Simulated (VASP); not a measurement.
Set up this calculation in VASP 6.6.1, as the native input.

| Quantity | Value |
| --- | --- |
| Task | single point |
| Functional | PBE |
| Potentials or basis | VASP PAW PBE potentials, release 64 (Cd, Se) |
| Cutoff | 500 eV |
| k mesh | 8 × 8 × 4 |
| Occupations | gaussian, width 0.1 eV |
| Spin | no spin polarisation |
| Dipole correction | no |
| Further INCAR settings | ALGO = Normal; EDIFF = 1e-06; NBANDS = 35 |

The structure of Cd4Se lies in POSCAR:

```
Cd4Se
1.0
    4.3379543919      0.0000000000      0.0000000000
    0.0000000000      4.3379543919      0.0000000000
    0.0000000000      0.0000000000      7.9422537710
Cd Se
4 1
Direct
    0.5000000000      0.0000000000      0.7852270186
    0.0000000000      0.5000000000      0.2147729814
    0.0000000000      0.0000000000      0.5000000000
    0.5000000000      0.5000000000      0.5000000000
    0.0000000000      0.0000000000      0.0000000000
```

The input as run:

INCAR

```
PREC     = Accurate       # precision mode
ENCUT    = 500            # plane-wave cutoff, eV
EDIFF    = 1E-6           # SCF threshold, eV
ISMEAR   = 0              # smearing method
SIGMA    = 0.1            # smearing width, eV
LREAL    = False          # projectors in reciprocal space
LASPH    = True           # aspherical terms in the spheres
NELM     = 120            # most SCF steps
ALGO     = Normal         # electronic algorithm
ISIF     = 2              # what is computed and relaxed
LWAVE    = False          # write WAVECAR
LCHARG   = True           # write CHGCAR
GGA      = PE             # functional
LELF     = True           # ELF
LVHAR    = True         
NBANDS   = 35             # bands
GGA_COMPAT= False
```

KPOINTS

```
Automatic mesh
0
Gamma
  8 8 4
```

Potentials or basis: VASP PAW PBE potentials, release 64 (Cd, Se).

Command:

```bash
$ cat potpaw_PBE.64/Cd/POTCAR potpaw_PBE.64/Se/POTCAR > POTCAR
$ mpirun -np 1 vasp_std > vasp.out
```

Results of the run:

| Property | Result |
| --- | --- |
| Pressure | -1.5 GPa |
| Largest force | 0.012 eV/Å |
| Band gap on the k mesh | zero (bands 27 and 28 overlap by 3.30 eV) |

Wall time 3.7 min on 1 thread of AMD EPYC 7R13 (shared host), peak memory 0.31 GiB.
